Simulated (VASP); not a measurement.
LiGa, 4 atoms in the cell. Symmetry: Fd-3m, No. 227, cubic system. The conventional cell has a = 6.189 Å, b = 6.189 Å, c = 6.189 Å, α = 90.00°, β = 90.00°, γ = 90.00°. Within 3.5 Å of Li (site symmetry -43m) lie 10 Ga at 2.68 to 3.09 Å and 4 Li at 2.68 Å. Within 3.5 Å of Ga (site symmetry -43m) lie 10 Li at 2.68 to 3.09 Å and 4 Ga at 2.68 Å. 

| Quantity | Value |
| --- | --- |
| Program | VASP 6.6.1 |
| Task | single point |
| Functional | PBEsol |
| Potentials or basis | VASP PAW PBE potentials, release 64 (Li_sv, Ga_d) |
| Cutoff | 520 eV |
| k mesh | 8 × 8 × 8 |
| Occupations | gaussian, width 0.05 eV |
| Spin | no spin polarisation |
| Dipole correction | no |
| Further INCAR settings | ALGO = Normal; EDIFF = 1e-07; NBANDS = 24 |

Potentials or basis: VASP PAW PBE potentials, release 64 (Li_sv, Ga_d).

Command:

```console
$ cat potpaw_PBE.64/Li_sv/POTCAR potpaw_PBE.64/Ga_d/POTCAR > POTCAR
$ mpirun -np 1 vasp_std > vasp.out
```

Hardware: 1 thread of Intel(R) Xeon(R) 6975P-C (Granite Rapids) (shared host).

Q: How long does it take, and how much memory?

A: It took 22 s on 1 thread of Intel(R) Xeon(R) 6975P-C (Granite Rapids), on a shared host, peak memory 0.21 GiB. Counts: scf iterations 13, k points 29.
